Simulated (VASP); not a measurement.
# Hf2Ge3 (P6/mmm) in VASP: notebook

Runs on Hf2Ge3. Level: PBE. Tasks: single point, relaxation of cell and atoms.

All numbers are computed with VASP 6.6.1; they aren't measurements. Logs are shortened: lines on timing, memory, paths and dates and some standing lists are left out, and cuts for length are marked.

## 1. The cell of the first run

The structure is hexagonal, space group P6/mmm (No. 191). Conventional cell: a = 5.804 Å, b = 5.804 Å, c = 4.309 Å, α = 90.00°, β = 90.00°, γ = 120.00°. Hf (site symmetry -6m2) has 6 Ge at 2.73 Å and 3 Hf at 3.35 Å within 3.6 Å. Ge (site symmetry mmm) has 4 Hf at 2.73 Å and 4 Ge at 2.90 Å within 3.6 Å.

The cell was generated, and may not be a known phase.

## 2. Single point, PBE

Input file INCAR:

```
ALGO     = Normal         # electronic algorithm
EDIFF    = 1E-7           # SCF threshold, eV
ENCUT    = 520            # plane-wave cutoff, eV
GGA      = PE             # functional
ISIF     = 2              # what is computed and relaxed
ISMEAR   = 0              # smearing method
LASPH    = True           # aspherical terms in the spheres
LCHARG   = False          # write CHGCAR
LREAL    = False          # projectors in reciprocal space
LWAVE    = False          # write WAVECAR
NBANDS   = 39             # bands
NELM     = 100            # most SCF steps
PREC     = Accurate       # precision mode
SIGMA    = 0.1            # smearing width, eV
```

Input file KPOINTS:

```
k-points
0
Gamma
  6 6 4
```

Input file POSCAR:

```
Hf2Ge3
1.0
    5.8035774000      0.0000000000      0.0000000000
   -2.9017887000      5.0260454612      0.0000000000
    0.0000000000      0.0000000000      4.3094302535
Hf Ge
2 3
Direct
    0.3333333333      0.6666666667      0.5000093006
    0.6666666667      0.3333333333      0.4999906994
    0.4999904347      0.4999904347      0.0000000000
    0.5000095653      0.0000000000      0.0000000000
    0.0000000000      0.5000095653      0.0000000000
```

Potentials or basis: VASP PAW PBE potentials, release 64 (Hf_pv, Ge_d).

Started as:

```
$ cat potpaw_PBE.64/Hf_pv/POTCAR potpaw_PBE.64/Ge_d/POTCAR > POTCAR
$ mpirun -np 1 vasp_std > vasp.out
```

OUTCAR:

```text
EDIFF = 1E-7
   ENCUT = 520
   GGA = PE
   ISIF = 2
   ISMEAR = 0
   LASPH = True
   LREAL = False
   NELM = 100
   PREC = Accurate

 ion  position               nearest neighbor table
   1  0.333  0.667  0.500-   4 2.73   5 2.73   3 2.73   4 2.73   5 2.73   3 2.73   2 3.35   2 3.35
                             2 3.35
   2  0.667  0.333  0.500-   4 2.73   5 2.73   3 2.73   4 2.73   5 2.73   3 2.73   1 3.35   1 3.35
                             1 3.35
   3  0.500  0.500  0.000-   1 2.73   2 2.73   1 2.73   2 2.73   4 2.90   4 2.90   5 2.90   5 2.90

   4  0.500  0.000  0.000-   2 2.73   1 2.73   2 2.73   1 2.73   5 2.90   3 2.90   3 2.90   5 2.90

   5  0.000  0.500  0.000-   1 2.73   2 2.73   1 2.73   2 2.73   4 2.90   4 2.90   3 2.90   3 2.90

  LATTYP: Found a hexagonal cell.
 ALAT       =     5.8035774000
 C/A-ratio  =     0.7425472181

  Lattice vectors:

 A1 = (   5.8035774000,   0.0000000000,   0.0000000000)
 A2 = (  -2.9017887000,   5.0260454612,   0.0000000000)
 A3 = (   0.0000000000,   0.0000000000,   4.3094302535)

Analysis of symmetry for initial positions (statically):
=====================================================================
 Subroutine PRICEL returns:
 Original cell was already a primitive cell.

 Routine SETGRP: Setting up the symmetry group for a
 hexagonal supercell.

 Subroutine GETGRP returns: Found  6 space group operations
 (whereof  6 operations were pure point group operations)
 out of a pool of 24 trial point group operations.

The static configuration has the point symmetry D_3 .

Analysis of symmetry for dynamics (positions and initial velocities):
=====================================================================
 Subroutine PRICEL returns:
 Original cell was already a primitive cell.

 Routine SETGRP: Setting up the symmetry group for a
 hexagonal supercell.

 Subroutine GETGRP returns: Found  6 space group operations
 (whereof  6 operations were pure point group operations)
 out of a pool of 24 trial point group operations.

The dynamic configuration has the point symmetry D_3 .

 Subroutine INISYM returns: Found  6 space group operations
 (whereof  6 operations are pure point group operations),
 and found     1 'primitive' translations
[... 95 lines left out ...]
   LNONCOLLINEAR =      F non collinear calculations
   LSORBIT =      F    spin-orbit coupling
   LASPH  =      T    aspherical Exc in radial PAW
   ENCUT  =  520.0 eV  38.22 Ry    6.18 a.u.  10.79 10.79  8.01*2*pi/ulx,y,z
   NELM   =    100;   NELMIN=  2; NELMDL= -5     # of ELM steps
   EDIFF  = 0.1E-06   stopping-criterion for ELM
   LREAL  =      F    real-space projection
   EDIFFG = 0.1E-05   stopping-criterion for IOM
   NSW    =      0    number of steps for IOM
   IBRION =     -1    ionic relax: 0-MD 1-quasi-New 2-CG
   NFREE  =      0    steps in history (QN), initial steepest desc. (CG)
   ISIF   =      2    stress and relaxation
   ISYM   =      2    0-nonsym 1-usesym 2-fastsym
   POTIM  = 0.5000    time-step for ionic-motion
   TEBEG  =    0.0;   TEEND  =   0.0 temperature during run
   PSTRESS=    0.0 pullay stress
   NELECT =      62.0000    total number of electrons
   NUPDOWN=      -1.0000    fix difference up-down
   EMIN   =  10.00;   EMAX   =-10.00  energy-range for DOS
   EFERMI =   0.00;   METHOD = LEGACY
   ISMEAR =     0;   SIGMA  =   0.10  broadening in eV -4-tet -1-fermi 0-gaus
   EFERMI_NEDOS =   21; number of points for ismear=-14 and -15
   IALGO  =     38    algorithm
   IMIX   =      4    mixing-type and parameters
     AMIX     =   0.40;   BMIX     =  1.00
     AMIX_MAG =   1.60;   BMIX_MAG =  1.00
  volume/ion in A,a.u.               =      25.14       169.66
  Fermi-wavevector in a.u.,A,eV,Ry     =   1.293475  2.444313 22.763603  1.673078
  Thomas-Fermi vector in A             =   2.425118
   LORBIT       =      0    0 simple, 1 ext, 2 COOP (PROOUT), +10 PAW based schemes
   GGA     = PE    functional components
   LHFCALC =     F    Hartree Fock is set to
   AEXX    =    0.0000 exact exchange contribution
   IVDW    =     0    specifies the selected vdW correction
   LEPSILON=     F    determine dielectric tensor
   LRPA    =     F    only Hartree local field effects (RPA)
 non-spin polarized calculation
 Gauss-broadening in eV      SIGMA  =   0.10
  energy-cutoff  :      520.00
  volume of cell :      125.70
 maximum number of plane-waves:      3412
 NGX is ok and might be reduce to    48
   NGX = 21   NGY = 21   NGZ = 17

 number of electron      61.9999964 magnetization

 Free energy of the ion-electron system (eV)
  ---------------------------------------------------
  ext. energy  EPLUGINS =         0.00000000
  ---------------------------------------------------
  free energy    TOTEN  =       -34.21326353 eV

  energy without entropy =      -34.20535095  energy(sigma->0) =      -34.20930724

 E-fermi :   3.8362     XC(G=0):  -9.7315

 val. band max:        3.8319683613   @ k =   0.3333   0.3333   0.5000
 cond. band min:       3.9231115687   @ k =   0.1667   0.1667   0.5000
 fundamental gap:      0.0911432074
 Fermi energy:         3.8361529034

 k-point     1 :       0.0000    0.0000    0.0000
  band No.  band energies     occupation
      1     -27.2135      2.00000
      2     -27.2135      2.00000
      3     -27.1890      2.00000
      4     -27.1615      2.00000
      5     -27.0368      2.00000
      6     -27.0368      2.00000
[... 997 lines left out ...]
     38       6.6463      0.00000
     39       7.7870      0.00000

------------------------ aborting loop because EDIFF is reached ----------------------------------------

  FORCE on cell =-STRESS in cart. coord.  units (eV):
  Direction    XX          YY          ZZ          XY          YZ          ZX
  --------------------------------------------------------------------------------------
  -------------------------------------------------------------------------------------
  Total        0.1911530      0.1911530     -0.1985660      0.0000000      0.0000000      0.0000000
  in kB        2.4364060      2.4364060     -2.5308913      0.0000000      0.0000000      0.0000000
  external PRESSURE =       0.7806402 kB  Pullay stress =       0.0000000 kB

 VOLUME and BASIS-vectors are now :
 -----------------------------------------------------------------------------
  energy-cutoff  :      520.00
  volume of cell :      125.70
      direct lattice vectors                 reciprocal lattice vectors
     5.803577400  0.000000000  0.000000000     0.172307515  0.099481790  0.000000000
    -2.901788700  5.026045461  0.000000000     0.000000000  0.198963580  0.000000000
     0.000000000  0.000000000  4.309430254     0.000000000  0.000000000  0.232049236

 POSITION                                       TOTAL-FORCE (eV/Angst)
 -----------------------------------------------------------------------------------
     -0.00000      3.35070      2.15476         0.000000      0.000000     -0.000588
      2.90179      1.67535      2.15468         0.000000      0.000000      0.000588
      1.45087      2.51297      0.00000         0.000011      0.000019     -0.000000
      2.90184      0.00000      0.00000        -0.000022      0.000000     -0.000000
     -1.45092      2.51307      0.00000         0.000011     -0.000019      0.000000
 -----------------------------------------------------------------------------------
    total drift:                               -0.000000     -0.000000      0.000000

  FREE ENERGIE OF THE ION-ELECTRON SYSTEM (eV)
  ---------------------------------------------------
  free  energy   TOTEN  =       -34.2132635287 eV

  energy  without entropy=      -34.2053509547  energy(sigma->0) =      -34.20930724
```

OSZICAR:

```text
N       E                     dE             d eps       ncg     rms          rms(c)
DAV:   1     0.613188710269E+03    0.61319E+03   -0.31250E+04  2338   0.350E+03
DAV:   2     0.687715702877E+02   -0.54442E+03   -0.52572E+03  1872   0.881E+02
DAV:   3    -0.296708147575E+02   -0.98442E+02   -0.95837E+02  2171   0.204E+02
DAV:   4    -0.357005940672E+02   -0.60298E+01   -0.59799E+01  2258   0.559E+01
DAV:   5    -0.358855426289E+02   -0.18495E+00   -0.18477E+00  2322   0.104E+01    0.599E+01
DAV:   6    -0.344246661812E+02    0.14609E+01   -0.42192E+00  2652   0.840E+00    0.381E+01
DAV:   7    -0.342077904045E+02    0.21688E+00   -0.10210E+00  2368   0.893E+00    0.392E+00
DAV:   8    -0.342139889575E+02   -0.61986E-02   -0.11964E-01  2214   0.309E+00    0.165E+00
DAV:   9    -0.342138816138E+02    0.10734E-03   -0.26479E-02  2388   0.164E+00    0.142E+00
DAV:  10    -0.342129677622E+02    0.91385E-03   -0.34223E-03  2404   0.589E-01    0.153E-01
DAV:  11    -0.342131903841E+02   -0.22262E-03   -0.36631E-04  2396   0.123E-01    0.621E-02
DAV:  12    -0.342132512919E+02   -0.60908E-04   -0.10310E-04  2211   0.619E-02    0.762E-02
DAV:  13    -0.342132625323E+02   -0.11240E-04   -0.28742E-05  2260   0.324E-02    0.510E-03
DAV:  14    -0.342132633755E+02   -0.84321E-06   -0.29418E-06  2520   0.102E-02    0.613E-03
DAV:  15    -0.342132635204E+02   -0.14489E-06   -0.44502E-07  1802   0.403E-03    0.198E-03
DAV:  16    -0.342132635287E+02   -0.82782E-08   -0.75060E-08  1574   0.196E-03
   1 F= -.34213264E+02 E0= -.34209307E+02  d E =-.791257E-02
```

Wall time 97 s (1 thread of Intel Xeon 6975P-C (Granite Rapids), shared host); peak memory 0.3 GiB.

What came out:

```
Free energy            : -34.2133 eV
Pressure               : 0.1 GPa
Band gap on the k mesh : zero (bands 31 and 32 overlap by 1.03 eV)
```

Levels at points of the mesh, in eV from the Fermi level:
```csv
k point,band 27,band 28,band 29,band 30,band 31,band 32,band 33,band 34,band 35,band 36
"(0.00, 0.00, 0.00)",-2.68,-2.14,-2.14,-1.85,-1.31,1.56,1.56,1.60,1.60,2.43
"(0.50, 0.00, 0.00)",-2.09,-1.79,-1.62,-1.56,-1.17,0.28,1.08,1.74,2.03,3.32
"(0.00, 0.00, 0.50)",-2.79,-2.79,-1.72,-1.72,0.44,0.53,0.53,0.87,3.24,3.24
"(0.50, 0.00, 0.50)",-3.53,-1.77,-1.15,-0.90,-0.21,0.67,0.94,1.13,1.20,1.31
```

Caveat: the k points lie up to 0.36 Å⁻¹ apart, too coarse for converged energies and pressures of a metal; spin-orbit coupling is left out, which moves the levels of the heavy elements.

## 3. Single point, PBE

This run uses another cell than the first one, of 25.51 Å³/atom.

Input file INCAR:

```
SYSTEM = Hf2Ge3
PREC = Accurate
ENCUT = 520
EDIFF = 1E-6
ISMEAR = 0
SIGMA = 0.1
LREAL = .FALSE.
LASPH = .TRUE.
NELM = 80
ALGO = Normal
ISIF = 2
LWAVE = .FALSE.
LCHARG = .FALSE.
GGA = PE
NBANDS = 39
```

Input file KPOINTS:

```
Automatic mesh
0
G
  6 6 10
  0 0 0
```

Input file POSCAR:

```
Hf2Ge3
1.0
    5.8846731420      0.0000000000      0.0000000000
   -2.9423365710      5.0962764339      0.0000000000
    0.0000000000      0.0000000000      4.2538597021
Hf Ge
2 3
Direct
    0.3333333333      0.6666666667      0.5000000000
    0.6666666667      0.3333333333      0.5000000000
    0.5000000000      0.5000000000      0.0000000000
    0.5000000000      0.0000000000      0.0000000000
    0.0000000000      0.5000000000      0.0000000000
```

Potentials or basis: VASP PAW PBE potentials, release 64 (Hf_pv, Ge_d).

Started as:

```
$ cat potpaw_PBE.64/Hf_pv/POTCAR potpaw_PBE.64/Ge_d/POTCAR > POTCAR
$ mpirun -np 1 vasp_std > vasp.out
```

OUTCAR:

```text
SYSTEM = Hf2Ge3
   PREC = Accurate
   ENCUT = 520
   EDIFF = 1E-6
   ISMEAR = 0
   LREAL = .FALSE.
   LASPH = .TRUE.
   NELM = 80
   ISIF = 2
   GGA = PE

 ion  position               nearest neighbor table
   1  0.333  0.667  0.500-   4 2.72   4 2.72   5 2.72   5 2.72   3 2.72   3 2.72   2 3.40   2 3.40
                             2 3.40
   2  0.667  0.333  0.500-   4 2.72   4 2.72   5 2.72   5 2.72   3 2.72   3 2.72   1 3.40   1 3.40
                             1 3.40
   3  0.500  0.500  0.000-   1 2.72   2 2.72   1 2.72   2 2.72
   4  0.500  0.000  0.000-   1 2.72   2 2.72   1 2.72   2 2.72
[... 1215 lines left out ...]
  -------------------------------------------------------------------------------------
  Total       -0.1020380     -0.1020380     -0.2417347     -0.0000000      0.0000000     -0.0000000
  in kB       -1.2814867     -1.2814867     -3.0359259     -0.0000000      0.0000000     -0.0000000
  external PRESSURE =      -1.8662998 kB  Pullay stress =       0.0000000 kB

 VOLUME and BASIS-vectors are now :
 -----------------------------------------------------------------------------
  energy-cutoff  :      520.00
  volume of cell :      127.57
      direct lattice vectors                 reciprocal lattice vectors
     5.884673142  0.000000000  0.000000000     0.169932973  0.098110847  0.000000000
    -2.942336571  5.096276434  0.000000000     0.000000000  0.196221695  0.000000000
     0.000000000  0.000000000  4.253859702     0.000000000  0.000000000  0.235080626

 POSITION                                       TOTAL-FORCE (eV/Angst)
 -----------------------------------------------------------------------------------
     -0.00000      3.39752      2.12693        -0.000000      0.000000      0.000000
      2.94234      1.69876      2.12693        -0.000000     -0.000000      0.000000
      1.47117      2.54814      0.00000         0.000000      0.000000      0.000000
      2.94234      0.00000      0.00000        -0.000000      0.000000      0.000000
     -1.47117      2.54814      0.00000        -0.000000      0.000000      0.000000
 -----------------------------------------------------------------------------------
    total drift:                               -0.000000      0.000000      0.000000

  FREE ENERGIE OF THE ION-ELECTRON SYSTEM (eV)
  ---------------------------------------------------
  free  energy   TOTEN  =       -34.2407399362 eV

  energy  without entropy=      -34.2320401491  energy(sigma->0) =      -34.23639004
```

OSZICAR:

```text
N       E                     dE             d eps       ncg     rms          rms(c)
DAV:   1     0.613723383363E+03    0.61372E+03   -0.31136E+04  4046   0.348E+03
DAV:   2     0.686167194403E+02   -0.54511E+03   -0.52613E+03  3284   0.886E+02
DAV:   3    -0.296690163195E+02   -0.98286E+02   -0.96096E+02  3766   0.206E+02
DAV:   4    -0.357587198394E+02   -0.60897E+01   -0.60423E+01  3986   0.566E+01
DAV:   5    -0.359474372532E+02   -0.18872E+00   -0.18852E+00  4010   0.106E+01    0.603E+01
DAV:   6    -0.344548429628E+02    0.14926E+01   -0.38678E+00  4583   0.838E+00    0.378E+01
DAV:   7    -0.342384309815E+02    0.21641E+00   -0.10677E+00  4187   0.873E+00    0.408E+00
DAV:   8    -0.342410933160E+02   -0.26623E-02   -0.13247E-01  3950   0.312E+00    0.157E+00
DAV:   9    -0.342410626769E+02    0.30639E-04   -0.23886E-02  4171   0.161E+00    0.134E+00
DAV:  10    -0.342404125139E+02    0.65016E-03   -0.25881E-03  4172   0.509E-01    0.163E-01
DAV:  11    -0.342406617716E+02   -0.24926E-03   -0.35494E-04  4152   0.119E-01    0.373E-02
DAV:  12    -0.342407264526E+02   -0.64681E-04   -0.99740E-05  3849   0.591E-02    0.717E-02
DAV:  13    -0.342407390925E+02   -0.12640E-04   -0.28157E-05  3655   0.270E-02    0.781E-03
DAV:  14    -0.342407399362E+02   -0.84367E-06   -0.24864E-06  3098   0.836E-03
   1 F= -.34240740E+02 E0= -.34236390E+02  d E =-.869979E-02
```

It took 2.1 min on 1 thread of Intel Xeon 6975P-C (Granite Rapids), shared host; peak memory 0.35 GiB.

What came out:

```
Free energy            : -34.2407 eV
Pressure               : -0.2 GPa
Band gap on the k mesh : zero (bands 31 and 32 overlap by 1.16 eV)
```

Stress tensor (GPa, compression positive):
```
-0.13  0.00  0.00
 0.00 -0.13  0.00
 0.00  0.00 -0.30
```

Caveat: spin-orbit coupling is left out, which moves the levels of the heavy elements.

[end of part 1 of 2]

The gap in the log of VASP goes by the Fermi energy; the results here count the filled bands.